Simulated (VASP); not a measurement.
Write the native input for VASP 6.6.1 that does the following.

```
Task                   : single point
Functional             : LDA
Potentials or basis    : VASP PAW LDA potentials, release 64 (C)
Cutoff                 : 520 eV
k mesh                 : 10 × 10 × 2
Occupations            : gaussian, width 0.05 eV
Spin                   : no spin polarisation
Dipole correction      : no
Further INCAR settings : ALGO = Normal; EDIFF = 1e-07; NBANDS = 36
```

The structure of C lies in POSCAR:

```
C
1.0
    1.7834000000     -1.7834000000      0.0000000000
    1.7834000000      0.0000000000     -1.7834000000
    7.3119400000      6.9552600000      7.1336000000
C
12
Direct
    0.6395800000      0.6666666667      0.2708666667
   -0.0104200000      0.0000000000      0.1042000000
    0.2895800000      0.3333333333      0.4375333333
    0.5895800000      0.6666666667      0.7708666667
    0.9395800000      1.0000000000      0.6042000000
    0.2395800000      0.3333333333      0.9375333333
    0.6270800000      0.6666666667      0.3958666667
    0.9770800000      1.0000000000      0.2292000000
    0.2770800000      0.3333333333      0.5625333333
    0.5770800000      0.6666666667      0.8958666667
   -0.0729200000      0.0000000000      0.7292000000
    0.3270800000      0.3333333333      0.0625333333
```

This cell differs from its parent crystal: the part above a cut slid along it.

These files were run (other wordings do the same):

INCAR

```
SYSTEM = C
  PREC = Accurate
  ENCUT = 520
  EDIFF = 1E-7
  ISMEAR = 0
  SIGMA = 0.05
  LREAL = .FALSE.
  LASPH = .TRUE.
  NELM = 80
  ALGO = Normal
  ISIF = 2
  LWAVE = .FALSE.
  LCHARG = .FALSE.
  GGA = CA
  NBANDS = 36
```

KPOINTS

```
Automatic mesh
0
G
  10 10 2
  0 0 0
```

Potentials or basis: VASP PAW LDA potentials, release 64 (C).

The run is started by

```bash
$ cat potpaw_LDA.64/C/POTCAR > POTCAR
$ mpirun -np 1 vasp_std > vasp.out
```

Results of the run:

```json
{
  "Pressure": "-11.7 GPa",
  "Largest force": "1.846 eV/Å",
  "Band gap on the k mesh": "3.61 eV"
}
```

Caveat: the cell differs from its parent crystal (the part above a cut slid along it); the stress differs along the axes, from -20 to -4 GPa; forces of over 1 eV/Å act on the atoms, so gaps and moduli don't describe the material at rest.

Run time: 4.4 min on 1 thread of AMD EPYC 7R13, on a shared host, peak memory 0.27 GiB.
